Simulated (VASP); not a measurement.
A run of VASP 6.6.1:

The input INCAR:

```
SYSTEM = Cd8Se5S3
PREC = Accurate
ENCUT = 500
EDIFF = 1E-6
ISMEAR = 0
SIGMA = 0.05
LREAL = .False.
LASPH = .True.
NELM = 120
ALGO = Normal
ISIF = 2
LWAVE = .False.
LCHARG = .False.
GGA = PS
ISYM = 0
NBANDS = 86
GGA_COMPAT = .False.
```

The input KPOINTS:

```
Automatic mesh
0
Gamma
  1 1 1
  0.25 0.25 0.25
```

Contents of POSCAR:

```
Cd8Se5S3
1.0
    8.4686190000      0.0000000000      0.0000000000
    0.0000000000      7.3340400000      0.0000000000
    0.0000000000      0.0000000000      6.9029150000
Cd Se S
8 5 3
Direct
    0.2511430000      0.1653810000      0.5029680000
    0.0035470000      0.6641580000      0.5008100000
    0.7496590000      0.1652170000      0.4996550000
    0.5040190000      0.6670160000      0.5010810000
    0.0003700000      0.3319280000      0.0020770000
    0.5029300000      0.3334070000      0.9965180000
    0.2477330000      0.8311620000      0.9986130000
    0.7494010000      0.8319270000      0.0002770000
    0.9979870000      0.3315590000      0.3778680000
    0.5001220000      0.3365980000      0.3747960000
    0.2509350000      0.1654320000      0.8754580000
    0.7499970000      0.1669940000      0.8716210000
    0.5013120000      0.6650640000      0.8766170000
    0.2496500000      0.8328400000      0.3800680000
    0.7467910000      0.8332480000      0.3822500000
    0.0017300000      0.6752550000      0.8767080000
```

Potentials or basis: VASP PAW PBE potentials, release 64 (Cd, Se, S).

Command:

```console
$ cat potpaw_PBE.64/Cd/POTCAR potpaw_PBE.64/Se/POTCAR potpaw_PBE.64/S/POTCAR > POTCAR
$ mpirun -np 1 vasp_std > vasp.out
```

Hardware: 1 thread of Intel(R) Xeon(R) Platinum 8488C (Sapphire Rapids) (shared host).

Question: How long does it take, and how much memory?

Answer: Run time: 4.7 min on 1 thread of Intel(R) Xeon(R) Platinum 8488C (Sapphire Rapids), on a shared host, peak memory 0.47 GiB. Counts: scf iterations 16, k points 4.
